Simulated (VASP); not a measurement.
# Mo (Im-3m) in VASP: single point with PBE

Aim: the single point of Mo with PBE.

Program: VASP 6.6.1. These are calculated values, not measurements. Logs are shortened: lines on timing, memory, paths and dates and some standing lists are left out, and cuts for length are marked.

### Step 1. The cell of the first run

The structure is cubic, space group Im-3m (No. 229). Conventional cell: a = 3.161 Å, b = 3.161 Å, c = 3.161 Å, α = 90.00°, β = 90.00°, γ = 90.00°. Within 3.6 Å of Mo (site symmetry m-3m) lie 14 Mo at 2.74 to 3.16 Å.

### Step 2. Single point, PBE

The input, INCAR:

```
SYSTEM = Mo
ALGO     = Fast           ! electronic algorithm
EDIFF    = 1E-7           ! SCF threshold, eV
ENCUT    = 520            ! plane-wave cutoff, eV
GGA      = PE             ! functional
ISIF     = 2              ! what is computed and relaxed
ISMEAR   = 0              ! smearing method
LASPH    = .TRUE.         ! aspherical terms in the spheres
LCHARG   = .FALSE.        ! write CHGCAR
LREAL    = .FALSE.        ! projectors in reciprocal space
LWAVE    = .FALSE.        ! write WAVECAR
NBANDS   = 13             ! bands
NELM     = 80             ! most SCF steps
PREC     = Accurate       ! precision mode
SIGMA    = 0.1            ! smearing width, eV
```

The input, KPOINTS:

```
k-points
0
G
  18 18 18
  0 0 0
```

The input, POSCAR:

```
Mo
1.0
   -1.5803010875      1.5803010875      1.5803010875
    1.5803010875     -1.5803010875      1.5803010875
    1.5803010875      1.5803010875     -1.5803010875
Mo
1
Direct
    0.0000000000      0.0000000000      0.0000000000
```

Potentials or basis: VASP PAW PBE potentials, release 64 (Mo_sv).

The run is started by

```sh
$ cat potpaw_PBE.64/Mo_sv/POTCAR > POTCAR
$ mpirun -np 1 vasp_std > vasp.out
```

OUTCAR:

```text
SYSTEM = Mo
   EDIFF = 1E-7
   ENCUT = 520
   GGA = PE
   ISIF = 2
   ISMEAR = 0
   LASPH = .TRUE.
   LREAL = .FALSE.
   NELM = 80
   PREC = Accurate

 ion  position               nearest neighbor table
   1  0.000  0.000  0.000-

  LATTYP: Found a body centered cubic cell.
 ALAT       =     3.1606021750

  Lattice vectors:

 A1 = (  -1.5803010875,   1.5803010875,   1.5803010875)
 A2 = (   1.5803010875,  -1.5803010875,   1.5803010875)
 A3 = (   1.5803010875,   1.5803010875,  -1.5803010875)

Analysis of symmetry for initial positions (statically):
=====================================================================
 Subroutine PRICEL returns:
 Original cell was already a primitive cell.

 Routine SETGRP: Setting up the symmetry group for a
 body centered cubic supercell.

 Subroutine GETGRP returns: Found 48 space group operations
 (whereof 48 operations were pure point group operations)
 out of a pool of 48 trial point group operations.

The static configuration has the point symmetry O_h .

Analysis of symmetry for dynamics (positions and initial velocities):
=====================================================================
 Subroutine PRICEL returns:
 Original cell was already a primitive cell.

 Routine SETGRP: Setting up the symmetry group for a
 body centered cubic supercell.

 Subroutine GETGRP returns: Found 48 space group operations
 (whereof 48 operations were pure point group operations)
 out of a pool of 48 trial point group operations.

The dynamic configuration has the point symmetry O_h .

 Subroutine INISYM returns: Found 48 space group operations
 (whereof 48 operations are pure point group operations),
 and found     1 'primitive' translations

----------------------------------------------------------------------------------------

                                     Primitive cell

  volume of cell :      15.7863

  direct lattice vectors                    reciprocal lattice vectors
    -1.580301088  1.580301088  1.580301088     0.000000000  0.316395403  0.316395403
     1.580301088 -1.580301088  1.580301088     0.316395403  0.000000000  0.316395403
     1.580301088  1.580301088 -1.580301088     0.316395403  0.316395403  0.000000000

  length of vectors
     2.737161775  2.737161775  2.737161775     0.447450670  0.447450670  0.447450670

  position of ions in fractional coordinates (direct lattice)
     0.000000000  0.000000000  0.000000000

[... 82 lines left out ...]
   ISYM   =      2    0-nonsym 1-usesym 2-fastsym
   POTIM  = 0.5000    time-step for ionic-motion
   TEBEG  =    0.0;   TEEND  =   0.0 temperature during run
   PSTRESS=    0.0 pullay stress
   NELECT =      14.0000    total number of electrons
   NUPDOWN=      -1.0000    fix difference up-down
   EMIN   =  10.00;   EMAX   =-10.00  energy-range for DOS
   EFERMI =   0.00;   METHOD = LEGACY
   ISMEAR =     0;   SIGMA  =   0.10  broadening in eV -4-tet -1-fermi 0-gaus
   EFERMI_NEDOS =   21; number of points for ismear=-14 and -15
   IALGO  =     68    algorithm
   IMIX   =      4    mixing-type and parameters
     AMIX     =   0.40;   BMIX     =  1.00
     AMIX_MAG =   1.60;   BMIX_MAG =  1.00
  volume/ion in A,a.u.               =      15.79       106.53
  Fermi-wavevector in a.u.,A,eV,Ry     =   1.572863  2.972281 33.659443  2.473899
  Thomas-Fermi vector in A             =   2.674234
   LORBIT       =      0    0 simple, 1 ext, 2 COOP (PROOUT), +10 PAW based schemes
   GGA     = PE    functional components
   LHFCALC =     F    Hartree Fock is set to
   AEXX    =    0.0000 exact exchange contribution
   IVDW    =     0    specifies the selected vdW correction
   LEPSILON=     F    determine dielectric tensor
   LRPA    =     F    only Hartree local field effects (RPA)
 non-spin polarized calculation
 RMM-DIIS sequential band-by-band and
 Gauss-broadening in eV      SIGMA  =   0.10
  energy-cutoff  :      520.00
  volume of cell :       15.79
 maximum number of plane-waves:       438
   NGX = 11   NGY = 11   NGZ = 11

 number of electron      14.0000004 magnetization

 Free energy of the ion-electron system (eV)
  ---------------------------------------------------
  ext. energy  EPLUGINS =         0.00000000
  ---------------------------------------------------
  free energy    TOTEN  =       -10.93496073 eV

  energy without entropy =      -10.93230661  energy(sigma->0) =      -10.93363367

 E-fermi :  12.4531     XC(G=0): -13.3350

 val. band max:       12.4334161103   @ k =   0.3889   0.1111   0.0000
 cond. band min:      12.4569348581   @ k =  -0.3889   0.4444   0.2778
 fundamental gap:      0.0235187478
 Fermi energy:        12.4531445491

 k-point     1 :       0.0000    0.0000    0.0000
  band No.  band energies     occupation
      1     -48.8442      2.00000
      2     -22.1328      2.00000
      3     -22.1328      2.00000
      4     -22.1328      2.00000
      5       5.2325      2.00000
      6      11.0904      2.00000
      7      11.0904      2.00000
      8      11.0904      2.00000
      9      14.0799      0.00000
     10      14.0799      0.00000
     11      27.2526      0.00000
     12      27.2526      0.00000
     13      27.2526      0.00000
[... 354 lines left out ...]
  band No.  band energies     occupation
      1     -48.5898      2.00000
      2     -23.4056      2.00000
      3     -22.6037      2.00000
      4     -22.2026      2.00000
      5       7.5784      2.00000
      6       9.2352      2.00000
      7      12.4334      1.21976
      8      13.9799      0.00000
      9      15.0982      0.00000
     10      17.7536      0.00000
     11      24.0173      0.00000
     12      25.1795      0.00000
     13      29.3112      0.00000

 [... further k-points ...]

------------------------ aborting loop because EDIFF is reached ----------------------------------------

  FORCE on cell =-STRESS in cart. coord.  units (eV):
  Direction    XX          YY          ZZ          XY          YZ          ZX
  --------------------------------------------------------------------------------------
  -------------------------------------------------------------------------------------
  Total        0.0460408      0.0460408      0.0460408      0.0000000     -0.0000000      0.0000000
  in kB        4.6727672      4.6727672      4.6727672      0.0000000     -0.0000000      0.0000000
  external PRESSURE =       4.6727672 kB  Pullay stress =       0.0000000 kB

 VOLUME and BASIS-vectors are now :
 -----------------------------------------------------------------------------
  energy-cutoff  :      520.00
  volume of cell :       15.79
      direct lattice vectors                 reciprocal lattice vectors
    -1.580301088  1.580301088  1.580301088     0.000000000  0.316395403  0.316395403
     1.580301088 -1.580301088  1.580301088     0.316395403  0.000000000  0.316395403
     1.580301088  1.580301088 -1.580301088     0.316395403  0.316395403  0.000000000

 POSITION                                       TOTAL-FORCE (eV/Angst)
 -----------------------------------------------------------------------------------
      0.00000      0.00000      0.00000        -0.000000     -0.000000      0.000000
 -----------------------------------------------------------------------------------
    total drift:                                0.000000     -0.000000      0.000000

  FREE ENERGIE OF THE ION-ELECTRON SYSTEM (eV)
  ---------------------------------------------------
  free  energy   TOTEN  =       -10.9349607300 eV

  energy  without entropy=      -10.9323066053  energy(sigma->0) =      -10.93363367
```

stdout:

```text
POSCAR found type information on POSCAR Mo
 POSCAR found :  1 types and       1 ions
 scaLAPACK will be used
 LDA part: xc-table for (Slater+PW92), standard interpolation
 POSCAR, INCAR and KPOINTS ok, starting setup
 FFT: planning ... GRIDC
 FFT: planning ... GRID_SOFT
 FFT: planning ... GRID
 WAVECAR not read
 entering main loop
WARNING in EDDRMM: call to ZHEGV failed, returncode =   8  4     13
```

Run time: 21 s. Hardware: 1 thread of Intel Xeon Platinum 8559C (Emerald Rapids), shared host; peak memory 0.14 GiB.

What came out:

| Item | Value |
| --- | --- |
| Free energy | -10.9350 eV |
| Pressure | 0.5 GPa |
| Band gap on the k mesh | zero (band 7 reaches 16.36 eV, above the bottom of band 8 at 11.09 eV) |
